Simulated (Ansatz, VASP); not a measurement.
# Two plane-wave programs on Ge

```xyz
2
Lattice="0.0000 2.8495 2.8495 2.8495 0.0000 2.8495 2.8495 2.8495 0.0000" Properties=species:S:1:pos:R:3 pbc="T T T"
Ge    0.0000    0.0000    0.0000
Ge    1.4248    1.4248    1.4248
```

Alike in both runs: functional PBE; dispersion D3(BJ); k mesh 14 × 14 × 14; occupations gaussian, width 0.1 eV; no spin polarisation.

Ansatz relaxed the structure, and its values are those at the end. VASP's run is a single point on that final structure, the one shown.

```csv
,VASP,Ansatz
version,VASP 6.6.1,Ansatz 0.2.0
potentials or method,"VASP PAW PBE potentials, release 64 (Ge_d), cutoff 520 eV","scalar-relativistic, plane waves, PAW"
valence electrons in the cell,28,28
```

VASP gave:

| Item | Value |
| --- | --- |
| gap on the k mesh at the Fermi level (eV) | none |
| pressure (GPa) | -0.1 |

Question: Which values does Ansatz return?

Answer: gap on the k mesh at the Fermi level (eV): none; pressure (GPa): 0.0.

A gap of «none» marks a metal or a gap that the smearing closes.
